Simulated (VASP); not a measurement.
# HfH2 (I4/mmm) in VASP: electric field gradients with LDA

Aim: the electric field gradients of HfH2 with LDA.

Everything below comes from runs of VASP 6.6.1. Logs are shortened: lines on timing, memory, paths and dates and some standing lists are left out, and cuts for length are marked.

## Step 1: The cell of the first run

The structure is tetragonal, space group I4/mmm (No. 139). Conventional cell: a = 3.461 Å, b = 3.461 Å, c = 4.290 Å, α = 90.00°, β = 90.00°, γ = 90.00°. Hf (site symmetry 4/mmm) has 8 H at 2.04 Å within 2.7 Å. H (site symmetry -4m2) has 4 Hf at 2.04 Å and 6 H at 2.14 to 2.45 Å within 2.7 Å.

## Step 2: Electric field gradients, LDA

Contents of INCAR:

```
ALGO     = Normal         # electronic algorithm
EDIFF    = 1E-8           # SCF threshold, eV
ENCUT    = 520            # plane-wave cutoff, eV
GGA      = CA             # functional
ISIF     = 2              # what is computed and relaxed
ISMEAR   = -1             # smearing method
LASPH    = T              # aspherical terms in the spheres
LCHARG   = F              # write CHGCAR
LEFG     = T            
LREAL    = F              # projectors in reciprocal space
LWAVE    = F              # write WAVECAR
NBANDS   = 13             # bands
NELM     = 100            # most SCF steps
PREC     = Accurate       # precision mode
SIGMA    = 0.05           # smearing width, eV
```

Contents of KPOINTS:

```
k-points
0
Gamma
  11 11 11
```

Contents of POSCAR:

```
HfH2
1.0
   -1.7307056792      1.7307056792      2.1447997069
    1.7307056792     -1.7307056792      2.1447997069
    1.7307056792      1.7307056792     -2.1447997069
Hf H
1 2
Direct
    0.0000000000      0.0000000000      0.0000000000
    0.2500000000      0.7500000000      0.5000000000
    0.7500000000      0.2500000000      0.5000000000
```

Potentials or basis: VASP PAW LDA potentials, release 64 (Hf_pv, H).

On the command line:

```bash
$ cat potpaw_LDA.64/Hf_pv/POTCAR potpaw_LDA.64/H/POTCAR > POTCAR
$ mpirun -np 1 vasp_std > vasp.out
```

OUTCAR:

```text
EDIFF = 1E-8
   ENCUT = 520
   GGA = CA
   ISIF = 2
   ISMEAR = -1
   LASPH = T
   LREAL = F
   NELM = 100
   PREC = Accurate

 ion  position               nearest neighbor table
   1  0.000  0.000  0.000-   2 2.04   3 2.04   2 2.04   3 2.04   3 2.04   2 2.04   3 2.04   2 2.04

   2  0.250  0.750  0.500-   1 2.04   1 2.04   1 2.04   1 2.04
   3  0.750  0.250  0.500-   1 2.04   1 2.04   1 2.04   1 2.04

  LATTYP: Found a body centered tetragonal cell.
 ALAT       =     3.4614113584
 C/A-ratio  =     1.2392631125

  Lattice vectors:

 A1 = (  -1.7307056792,   1.7307056792,   2.1447997069)
 A2 = (   1.7307056792,  -1.7307056792,   2.1447997069)
 A3 = (   1.7307056792,   1.7307056792,  -2.1447997069)

Analysis of symmetry for initial positions (statically):
=====================================================================
 Subroutine PRICEL returns:
 Original cell was already a primitive cell.

 Routine SETGRP: Setting up the symmetry group for a
 body centered tetragonal supercell.

 Subroutine GETGRP returns: Found 16 space group operations
 (whereof 16 operations were pure point group operations)
 out of a pool of 16 trial point group operations.

The static configuration has the point symmetry D_4h.

Analysis of symmetry for dynamics (positions and initial velocities):
=====================================================================
 Subroutine PRICEL returns:
 Original cell was already a primitive cell.

 Routine SETGRP: Setting up the symmetry group for a
 body centered tetragonal supercell.

 Subroutine GETGRP returns: Found 16 space group operations
 (whereof 16 operations were pure point group operations)
 out of a pool of 16 trial point group operations.

The dynamic configuration has the point symmetry D_4h.

 Subroutine INISYM returns: Found 16 space group operations
 (whereof 16 operations are pure point group operations),
 and found     1 'primitive' translations

----------------------------------------------------------------------------------------

                                     Primitive cell

  volume of cell :      25.6976

  direct lattice vectors                    reciprocal lattice vectors
    -1.730705679  1.730705679  2.144799707     0.000000000  0.288899497  0.233122001
     1.730705679 -1.730705679  2.144799707     0.288899497  0.000000000  0.233122001
     1.730705679  1.730705679 -2.144799707     0.288899497  0.288899497  0.000000000

  length of vectors
     3.254358628  3.254358628  3.254358628     0.371226059  0.371226059  0.408565587

  position of ions in fractional coordinates (direct lattice)
     0.000000000  0.000000000  0.000000000
     0.250000000  0.750000000  0.500000000
     0.750000000  0.250000000  0.500000000

  ion indices of the primitive-cell ions
   primitive index   ion index
                 1           1
                 2           2
                 3           3

----------------------------------------------------------------------------------------

 KPOINTS: k-points

Automatic generation of k-mesh.
 Grid dimensions read from file:
 generate k-points for:   11   11   11

 Generating k-lattice:

  Cartesian coordinates                     Fractional coordinates (reciprocal lattice)
     0.000000000  0.026263591  0.021192909     0.090909091  0.000000000  0.000000000
     0.026263591  0.000000000  0.021192909     0.000000000  0.090909091  0.000000000
     0.026263591  0.026263591  0.000000000     0.000000000  0.000000000  0.090909091

  Length of vectors
     0.033747824  0.033747824  0.037142326

  Shift w.r.t. Gamma in fractional coordinates (k-lattice)
     0.000000000  0.000000000  0.000000000

 Subroutine IBZKPT returns following result:
[... 41 lines left out ...]
   ISTART =      0    job   : 0-new  1-cont  2-samecut
   ICHARG =      2    charge: 1-file 2-atom 10-const
   ISPIN  =      1    spin polarized calculation?
   LNONCOLLINEAR =      F non collinear calculations
   LSORBIT =      F    spin-orbit coupling
   LASPH  =      T    aspherical Exc in radial PAW
   ENCUT  =  520.0 eV  38.22 Ry    6.18 a.u.   6.05  6.05  6.05*2*pi/ulx,y,z
   NELM   =    100;   NELMIN=  2; NELMDL= -5     # of ELM steps
   EDIFF  = 0.1E-07   stopping-criterion for ELM
   LREAL  =      F    real-space projection
   EDIFFG = 0.1E-06   stopping-criterion for IOM
   NSW    =      0    number of steps for IOM
   IBRION =     -1    ionic relax: 0-MD 1-quasi-New 2-CG
   NFREE  =      0    steps in history (QN), initial steepest desc. (CG)
   ISIF   =      2    stress and relaxation
   ISYM   =      2    0-nonsym 1-usesym 2-fastsym
   POTIM  = 0.5000    time-step for ionic-motion
   TEBEG  =    0.0;   TEEND  =   0.0 temperature during run
   PSTRESS=    0.0 pullay stress
   NELECT =      12.0000    total number of electrons
   NUPDOWN=      -1.0000    fix difference up-down
   EMIN   =  10.00;   EMAX   =-10.00  energy-range for DOS
   EFERMI =   0.00;   METHOD = LEGACY
   ISMEAR =    -1;   SIGMA  =   0.05  broadening in eV -4-tet -1-fermi 0-gaus
   EFERMI_NEDOS =   21; number of points for ismear=-14 and -15
   IALGO  =     38    algorithm
   IMIX   =      4    mixing-type and parameters
     AMIX     =   0.40;   BMIX     =  1.00
     AMIX_MAG =   1.60;   BMIX_MAG =  1.00
  volume/ion in A,a.u.               =       8.57        57.81
  Fermi-wavevector in a.u.,A,eV,Ry     =   1.270099  2.400139 21.948253  1.613151
  Thomas-Fermi vector in A             =   2.403104
   LORBIT       =      0    0 simple, 1 ext, 2 COOP (PROOUT), +10 PAW based schemes
   GGA     = CA    functional components
   LHFCALC =     F    Hartree Fock is set to
   AEXX    =    0.0000 exact exchange contribution
   IVDW    =     0    specifies the selected vdW correction
   LEPSILON=     F    determine dielectric tensor
   LRPA    =     F    only Hartree local field effects (RPA)
 non-spin polarized calculation
  energy-cutoff  :      520.00
  volume of cell :       25.70
 maximum number of plane-waves:       720
   NGX = 13   NGY = 13   NGZ = 13

 number of electron      12.0000000 magnetization

 Free energy of the ion-electron system (eV)
  ---------------------------------------------------
  ext. energy  EPLUGINS =         0.00000000
  ---------------------------------------------------
  free energy    TOTEN  =       -19.48550335 eV

  energy without entropy =      -19.48064471  energy(sigma->0) =      -19.48307403

 E-fermi :   5.3877     XC(G=0): -11.7235

 val. band max:        5.3144899082   @ k =  -0.1818   0.0909  -0.0000
 cond. band min:       5.3898524847   @ k =  -0.1818   0.4545   0.1818
 fundamental gap:      0.0753625765
 Fermi energy:         5.3876702609

 k-point     1 :       0.0000    0.0000    0.0000
  band No.  band energies     occupation
      1     -25.3182      2.00000
      2     -25.3182      2.00000
      3     -25.2530      2.00000
      4      -5.9120      2.00000
      5       4.2869      2.00000
      6       4.8803      1.99992
      7       4.8803      1.99992
      8       5.7399      0.00174
      9       7.1800      0.00000
     10       8.6306      0.00000
     11      17.0257      0.00000
     12      17.2404      0.00000
     13      17.3498      0.00000
[... 354 lines left out ...]
  band No.  band energies     occupation
      1     -25.5136      2.00000
      2     -25.3497      2.00000
      3     -25.3225      2.00000
      4      -4.7798      2.00000
      5       1.1553      2.00000
      6       5.6595      0.00867
      7       5.8743      0.00012
      8       6.2838      0.00000
      9       8.5929      0.00000
     10       9.2693      0.00000
     11      15.5953      0.00000
     12      17.0352      0.00000
     13      17.9156      0.00000

 [... further k-points ...]

------------------------ aborting loop because EDIFF is reached ----------------------------------------

  FORCE on cell =-STRESS in cart. coord.  units (eV):
  Direction    XX          YY          ZZ          XY          YZ          ZX
  --------------------------------------------------------------------------------------
  -------------------------------------------------------------------------------------
  Total       -0.8138111     -0.8138111     -0.7917229      0.0000000     -0.0000000      0.0000000
  in kB      -50.7388950    -50.7388950    -49.3617605      0.0000000     -0.0000000      0.0000000
  external PRESSURE =     -50.2798502 kB  Pullay stress =       0.0000000 kB

 VOLUME and BASIS-vectors are now :
 -----------------------------------------------------------------------------
  energy-cutoff  :      520.00
  volume of cell :       25.70
      direct lattice vectors                 reciprocal lattice vectors
    -1.730705679  1.730705679  2.144799707     0.000000000  0.288899497  0.233122001
     1.730705679 -1.730705679  2.144799707     0.288899497  0.000000000  0.233122001
     1.730705679  1.730705679 -2.144799707     0.288899497  0.288899497  0.000000000

 POSITION                                       TOTAL-FORCE (eV/Angst)
 -----------------------------------------------------------------------------------
      0.00000      0.00000      0.00000         0.000000     -0.000000      0.000000
      1.73071     -0.00000      1.07240         0.000000     -0.000000     -0.000000
     -0.00000      1.73071      1.07240        -0.000000      0.000000      0.000000
 -----------------------------------------------------------------------------------
    total drift:                               -0.000000      0.000000      0.000000

  FREE ENERGIE OF THE ION-ELECTRON SYSTEM (eV)
  ---------------------------------------------------
  free  energy   TOTEN  =       -19.4855033523 eV

  energy  without entropy=      -19.4806447109  energy(sigma->0) =      -19.48307403

 Electric field gradients (V/A^2)
---------------------------------------------------------------------
 ion       V_xx      V_yy      V_zz      V_xy      V_xz      V_yz
---------------------------------------------------------------------
   1      15.004    15.004   -30.008     0.001     0.001     0.001
   2       0.114     0.114    -0.228     0.001     0.001     0.001
   3       0.114     0.114    -0.228     0.001     0.001     0.001
---------------------------------------------------------------------

 Electric field gradients after diagonalization (V/A^2)
 (convention: |V_zz| > |V_xx| > |V_yy|)
----------------------------------------------------------------------
 ion       V_xx      V_yy      V_zz     asymmetry (V_yy - V_xx)/ V_zz
----------------------------------------------------------------------
   1      15.005    15.003   -30.008       0.000
   2       0.115     0.112    -0.228       0.012
   3       0.115     0.112    -0.228       0.012
----------------------------------------------------------------------

           NMR quadrupolar parameters

 Cq : quadrupolar parameter    Cq=e*Q*V_zz/h
 eta: asymmetry parameters     (V_yy - V_xx)/ V_zz
 Q  : nuclear electric quadrupole moment in mb (millibarn)
----------------------------------------------------------------------
 ion       Cq(MHz)       eta       Q (mb)
----------------------------------------------------------------------
   1      -0.073       0.000       1.000
   2      -0.001       0.012       1.000
   3      -0.001       0.012       1.000
----------------------------------------------------------------------
```

It took 26 s on 1 thread of AMD EPYC 9R45 (Zen 5), shared host; peak memory 0.13 GiB.

Results:

```yaml
Free_energy: -19.4855 eV
Pressure: -5.0 GPa
Band_gap_on_the_k_mesh: zero (band 6 reaches 5.71 eV, above the bottom of band 7 at 4.88 eV)
```

Electric field gradients, principal values (V/Å²):
```
atom   least  middle  greatest (by size)
1 Hf  15.003  15.005             -30.008
 2 H   0.112   0.115              -0.228
 3 H   0.112   0.115              -0.228
```

Caveat: without QUAD_EFG the Cq values of the log hold for a quadrupole moment of 1 mb, not for the nuclei; spin-orbit coupling is left out, which moves the levels of the heavy elements.
